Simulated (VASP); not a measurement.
A run of VASP 6.6.1:

POSCAR

```
Li
1.0
    3.0980832954      0.0000000000      0.0000000000
   -1.5490416477      2.6830188369      0.0000000000
    0.0000000000      0.0000000000      5.0530177159
Li
2
Direct
    0.3333333333      0.6666666667      0.2500000000
    0.6666666667      0.3333333333      0.7500000000
```

The input INCAR.step1:

```
  PREC = Accurate
  ENCUT = 520
  ISMEAR = -1
  SIGMA = 0.1
  LREAL = F
  LASPH = T
  NELM = 100
  NBANDS = 10
  GGA = PE
  ALGO = Normal
  EDIFF = 1E-4
  LWAVE = T
  LCHARG = F
```

Contents of INCAR.step2:

```
  PREC = Accurate
  ENCUT = 520
  EDIFF = 1E-6
  ISMEAR = -1
  SIGMA = 0.1
  LREAL = F
  LASPH = T
  NELM = 100
  ALGO = Normal
  ISIF = 2
  LWAVE = F
  LCHARG = F
  METAGGA = R2SCAN
  LMIXTAU = T
  NBANDS = 10
  ISTART = 1
```

Contents of KPOINTS:

```
Automatic mesh
0
Gamma
  6 6 3
```

Potentials or basis: VASP PAW PBE potentials, release 64 (Li_sv).

Launch:

```sh
$ cat potpaw_PBE.64/Li_sv/POTCAR > POTCAR
$ cp INCAR.step1 INCAR
$ mpirun -np 1 vasp_std > vasp.out
$ cp INCAR.step2 INCAR
$ mpirun -np 1 vasp_std > vasp.out
```

Hardware: 1 thread of Intel Xeon 8259CL, on a shared host.

**Question.** Estimate the wall time of this run.

**Answer.** Wall time 51 s on 1 thread of Intel Xeon 8259CL (shared host), peak memory 0.15 GiB. Counts: k points 14.
